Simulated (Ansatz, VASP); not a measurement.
One calculation of TaPtSe4, two programs

The input INCAR:

```
  ALGO = Normal
  EDIFF = 1E-6
  EDIFFG = -0.01
  ENCUT = 600
  GGA = PE
  IBRION = 2
  ISIF = 3
  ISMEAR = 0
  LASPH = True
  LCHARG = False
  LREAL = False
  LWAVE = False
  NELM = 100
  NSW = 100
  PREC = Accurate
  SIGMA = 0.1
```

KPOINTS

```
k-points
0
Gamma
  8 8 8
```

POSCAR

```
TaPtSe4
1.0
    0.0000000000      3.8762232142      3.8762232142
    3.8762232142      0.0000000000      3.8762232142
    3.8762232142      3.8762232142      0.0000000000
Ta Pt Se
1 1 4
Direct
    0.7500000000      0.7500000000      0.7500000000
    0.0000000000      0.0000000000      0.0000000000
    0.3753074197      0.3753074197      0.8740777408
    0.8740777408      0.3753074197      0.3753074197
    0.3753074197      0.3753074197      0.3753074197
    0.3753074197      0.8740777408      0.3753074197
```

Input for Ansatz:

```yaml
crystal:
  lattice:
    - [0.0, 3.8762232142, 3.8762232142]
    - [3.8762232142, 0.0, 3.8762232142]
    - [3.8762232142, 3.8762232142, 0.0]
  atoms:
    - { symbol: Ta, position: [0.75, 0.75, 0.75] }
    - { symbol: Pt, position: [0.0, 0.0, 0.0] }
    - { symbol: Se, position: [0.3753074197, 0.3753074197, 0.8740777408] }
    - { symbol: Se, position: [0.8740777408, 0.3753074197, 0.3753074197] }
    - { symbol: Se, position: [0.3753074197, 0.3753074197, 0.3753074197] }
    - { symbol: Se, position: [0.3753074197, 0.8740777408, 0.3753074197] }
basis:
  ecutwfc: 420
kpoints:
  mp_grid: { grid: [8, 8, 8] }
hamiltonian:
  xc: pbe
scf:
  occupations: { method: gaussian, width: 0.1 }
output:
  forces: true
  stress: true
  eigenvalues: true
  write_density: true
  write_potential: true
  elf: true
  volumetric_format: npy
relax:
  adjacent_minimum: "off"
  f_tol: 0.01
  max_steps: 80
  cell: { stress_tol: 0.05 }
```

Change from the starting cell: species swapped into the HoCu4Au type (F-43m, No. 216).

Alike in both runs: task relaxation of cell and atoms; functional PBE; k mesh 8 × 8 × 8; occupations gaussian, width 0.1 eV; no spin polarisation.

```csv
,VASP,Ansatz
version,VASP 6.6.1,Ansatz 0.2.0
potentials or method,"VASP PAW PBE potentials, release 64 (Ta_pv, Pt, Se), cutoff 600 eV","scalar-relativistic, plane waves, PAW"
valence electrons in the cell,45,95
```

Ansatz gave:

```
gap on the k mesh at the Fermi level, each at its own relaxed structure (eV) : none
relaxed volume (Å³/atom)                                                     : 19.30
relaxed cell length with the largest relative difference (Å)                 : 5.471
```

Problem. Which values does VASP return?

Solution. gap on the k mesh at the Fermi level, each at its own relaxed structure (eV): none; relaxed volume (Å³/atom): 19.31; relaxed cell length with the largest relative difference (Å): 5.472.

A gap of «none» marks a metal or a gap that the smearing closes. VASP's potentials hold 45 valence electrons a cell and Ansatz's 95, so a difference there can come from the potentials and not from the codes.

Neither program's run includes spin-orbit coupling.
